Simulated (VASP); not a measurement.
Runs of VASP 6.6.1 on PbSe (rocksalt type). The structure is that of space group Fm-3m (No. 225), or close to it. The cells are those of the table. 

```tsv
task	cell	gap on the mesh (eV)	pressure (GPa)
electric field gradients	a = 4.395 Å, angles 60.0°, 2 atoms	0.44	(a)
single point	a = 4.467 Å, angles 60.0°, 2 atoms	0.57	-2.0
single point	a = 4.321 Å, angles 60.0°, 2 atoms	0.27	2.7
electric field gradients	a = 4.321 Å, angles 60.0°, 2 atoms	0.27	2.7
electric field gradients	a = 4.467 Å, angles 60.0°, 2 atoms	0.57	-2.0
single point	a = 4.358 Å, angles 60.0°, 2 atoms	0.36	1.3
```

Alike in all rows: level PBE; potentials or basis VASP PAW PBE potentials, release 64 (Pb_d, Se); no spin polarisation; k mesh 10 × 10 × 10; cutoff (eV) 520; smearing fermi-dirac 0.03 eV.

Problem. Fill in the values left out.

Solution. (a) 0.0.

Caveats: spin-orbit coupling is left out, which moves the levels of the heavy elements.

A k mesh can miss the band edges, and the runs leave out spin-orbit coupling on Pb, Se.
